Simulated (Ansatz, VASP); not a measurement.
# Two plane-wave programs on Cr

```xyz
1
Lattice="0.0000 1.8252 1.8252 1.8252 0.0000 1.8252 1.8252 1.8252 0.0000" Properties=species:S:1:pos:R:3 pbc="T T T"
Cr    0.0000    0.0000    0.0000
```

Alike in both runs: task single point; functional RPBE; k mesh 17 × 17 × 17; occupations fermi-dirac, width 0.1 eV; no spin polarisation.

```csv
,VASP,Ansatz
version,VASP 6.6.1,Ansatz 0.2.0
potentials or method,"VASP PAW PBE potentials, release 64 (Cr_pv), cutoff 520 eV","plane waves (420 eV) with PAW, scalar-relativistic"
valence electrons in the cell,12,14
```

|  | VASP | Ansatz | Ansatz less VASP |
| --- | --- | --- | --- |
| pressure (GPa) | -0.4 | -0.1 | +0.38 |

VASP's potentials were made for PBE, not for RPBE. VASP's potentials hold 12 valence electrons a cell and Ansatz's 14, so a difference there can come from the potentials and not from the codes.
